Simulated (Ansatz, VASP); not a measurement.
**Two plane-wave programs on AlN**

Contents of INCAR:

```
PREC = Accurate
ENCUT = 520
EDIFF = 1E-7
ISMEAR = 0
SIGMA = 0.05
LREAL = F
LASPH = T
NELM = 100
ALGO = Normal
ISIF = 2
LWAVE = F
LCHARG = F
GGA = PS
NBANDS = 16
```

KPOINTS

```
Automatic mesh
0
Gamma
  9 9 6
```

The input POSCAR:

```
AlN
1.0
    3.5213905737      0.0000000000      0.0000000000
   -1.7606952869      3.0496136935      0.0000000000
    0.0000000000      0.0000000000      4.0756574500
Al N
2 2
Direct
    0.3333333333      0.6666666667      0.7500000000
    0.6666666667      0.3333333333      0.2500000000
    0.3333333333      0.6666666667      0.2500000000
    0.6666666667      0.3333333333      0.7500000000
```

Input for Ansatz:

```yaml
crystal:
  lattice:
    - [3.5213905737, 0.0, 0.0]
    - [-1.7606952869, 3.0496136935, 0.0]
    - [0.0, 0.0, 4.07565745]
  atoms:
    - { symbol: Al, position: [0.3333333333, 0.6666666667, 0.75] }
    - { symbol: Al, position: [0.6666666667, 0.3333333333, 0.25] }
    - { symbol: "N", position: [0.3333333333, 0.6666666667, 0.25] }
    - { symbol: "N", position: [0.6666666667, 0.3333333333, 0.75] }
basis:
  ecutwfc: 520.0
kpoints:
  mp_grid: { grid: [9, 9, 6] }
hamiltonian:
  xc: pbesol
  pseudopotentials: { kind: paw, azcp: { folder: soft_1 } }
scf:
  occupations: { method: gaussian, width: 0.05 }
output:
  forces: true
  stress: true
  eigenvalues: true
```

Alike in both runs: task single point; functional PBEsol; k mesh 9 × 9 × 6; occupations gaussian, width 0.05 eV; no spin polarisation.

```csv
,VASP,Ansatz
version,VASP 6.6.1,Ansatz 0.2.0
potentials or method,"VASP PAW PBE potentials, release 64 (Al, N), cutoff 520 eV","scalar-relativistic, plane waves, PAW"
valence electrons in the cell,16,16
```

Ansatz gave:

| Item | Value |
| --- | --- |
| gap on the k mesh at the Fermi level (eV) | 2.82 |
| least direct gap on the mesh (eV) | 2.82 |
| pressure (GPa) | -19.1 |
| traceless stress, the component that is largest in VASP (GPa) | 7.25 |

**Question.** Estimate VASP's values.

**Answer.** gap on the k mesh at the Fermi level (eV): 2.83; least direct gap on the mesh (eV): 2.83; pressure (GPa): -19.1; traceless stress, the component that is largest in VASP (GPa): 7.33.

VASP's potentials were made for PBE, not for PBEsol, and Ansatz warns of the same on its side. With one functional, cell and mesh, what is left measures potentials, basis and numerics.
